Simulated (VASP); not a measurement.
Write the native input for VASP 6.6.1 that does the following.

* Task: single point
* Functional: r2SCAN
* Potentials or basis: VASP PAW PBE potentials, release 64 (I)
* Cutoff: 520 eV
* k mesh: 14 × 14 × 14
* Occupations: gaussian, width 0.1 eV
* Spin: no spin polarisation
* Dipole correction: no
* Further INCAR settings: ALGO = Normal; EDIFF = 1e-07; NBANDS = 10

The system is I.

```
I
1.0
     0.00000    2.28322    3.94200
     2.27867    0.00000    3.94200
     2.27867    2.28322    0.00000
I
1
Direct
  0.00000 0.00000 0.00000
```

The input as run:

POSCAR

```
I
1.0
    0.0000000000      2.2832177691      3.9420039534
    2.2786692771      0.0000000000      3.9420039534
    2.2786692771      2.2832177691      0.0000000000
I
1
Direct
    0.0000000000      0.0000000000      0.0000000000
```

INCAR.step1

```
PREC     = Accurate       # precision mode
ENCUT    = 520            # plane-wave cutoff, eV
ISMEAR   = 0              # smearing method
SIGMA    = 0.1            # smearing width, eV
LREAL    = False          # projectors in reciprocal space
LASPH    = True           # aspherical terms in the spheres
NELM     = 100            # most SCF steps
NBANDS   = 10             # bands
GGA      = PE             # functional
ALGO     = Normal         # electronic algorithm
EDIFF    = 1E-4           # SCF threshold, eV
LWAVE    = True           # write WAVECAR
LCHARG   = False          # write CHGCAR
```

INCAR.step2

```
PREC     = Accurate       # precision mode
ENCUT    = 520            # plane-wave cutoff, eV
EDIFF    = 1E-7           # SCF threshold, eV
ISMEAR   = 0              # smearing method
SIGMA    = 0.1            # smearing width, eV
LREAL    = False          # projectors in reciprocal space
LASPH    = True           # aspherical terms in the spheres
NELM     = 100            # most SCF steps
ALGO     = Normal         # electronic algorithm
ISIF     = 2              # what is computed and relaxed
LWAVE    = False          # write WAVECAR
LCHARG   = False          # write CHGCAR
METAGGA  = R2SCAN         # meta-GGA
LMIXTAU  = True         
NBANDS   = 10             # bands
ISTART   = 1
```

KPOINTS

```
Automatic mesh
0
Gamma
  14 14 14
```

Potentials or basis: VASP PAW PBE potentials, release 64 (I).

Run with:

```bash
$ cat potpaw_PBE.64/I/POTCAR > POTCAR
$ cp INCAR.step1 INCAR
$ mpirun -np 1 vasp_std > vasp.out
$ cp INCAR.step2 INCAR
$ mpirun -np 1 vasp_std > vasp.out
```

Results of the run:

- Pressure: -0.1 GPa

Caveat: the PAW data sets were made with another functional, which shifts forces and pressure a little; an odd number of electrons without spin polarisation forces a metal; a magnetic or distorted state may lie lower.

It took 4.2 min on 1 thread of Intel(R) Xeon(R) 6975P-C (Granite Rapids), with other jobs on the host, peak memory 0.3 GiB.
